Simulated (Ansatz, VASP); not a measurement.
**Sn: VASP beside Ansatz**

Contents of POSCAR:

```
Sn
1.0
    0.0000000000      3.2840539893      3.2840539893
    3.2840539893      0.0000000000      3.2840539893
    3.2840539893      3.2840539893      0.0000000000
Sn
2
Direct
    0.5000000000      0.5000000000      0.5000000000
    0.7500000000      0.7500000000      0.7500000000
```

INCAR.step1

```
PREC = Accurate ; ENCUT = 520
ISMEAR = -1 ; SIGMA = 0.1
LREAL = F ; LASPH = T
NELM = 80 ; NBANDS = 21
GGA = PE ; ALGO = Normal
EDIFF = 1E-4 ; LWAVE = T
LCHARG = F
```

The input INCAR.step2:

```
PREC = Accurate ; ENCUT = 520
EDIFF = 1E-6 ; ISMEAR = -1
SIGMA = 0.1 ; LREAL = F
LASPH = T ; NELM = 80
ALGO = Normal ; ISIF = 2
LWAVE = F ; LCHARG = F
METAGGA = R2SCAN ; LMIXTAU = T
NBANDS = 21 ; ISTART = 1
```

KPOINTS

```
Automatic mesh
0
Gamma
  4 4 4
```

Input for Ansatz:

```yaml
crystal:
  lattice:
    - [0.0, 3.2840539893, 3.2840539893]
    - [3.2840539893, 0.0, 3.2840539893]
    - [3.2840539893, 3.2840539893, 0.0]
  atoms:
    - { symbol: Sn, position: [0.5, 0.5, 0.5] }
    - { symbol: Sn, position: [0.75, 0.75, 0.75] }
hamiltonian:
  xc: r2scan
  pseudopotentials:
    kind: paw
    azcp:
      Sn: "pseudopotentials/Sn.paw.azcp"
basis:
  ecutwfc: 500
  fft_grid_basis: typed
kpoints:
  mp_grid: { grid: [4, 4, 4], shift: [0, 0, 0] }
magnetization:
  spin_polarized: false
scf:
  occupations: { method: fermi_dirac, width: 0.1 }
  lower_state_search: "off"
output:
  stress: true
```

Alike in both runs: task single point; functional r2SCAN; k mesh 4 × 4 × 4; occupations fermi-dirac, width 0.1 eV; no spin polarisation.

|  | VASP | Ansatz |
| --- | --- | --- |
| version | VASP 6.6.1 | Ansatz 0.2.0 |
| potentials or method | VASP PAW PBE potentials, release 64 (Sn_d), cutoff 520 eV | plane waves (500 eV) with PAW, scalar-relativistic |
| valence electrons in the cell | 28 | 28 |

```csv
,VASP,Ansatz,Ansatz less VASP
pressure (GPa),0.5,0.6,+0.03
```

VASP's potentials were made for PBE, not for r2SCAN. With one functional, cell and mesh, what is left measures potentials, basis and numerics.

The k mesh is coarse, so the values compare programs but aren't converged.
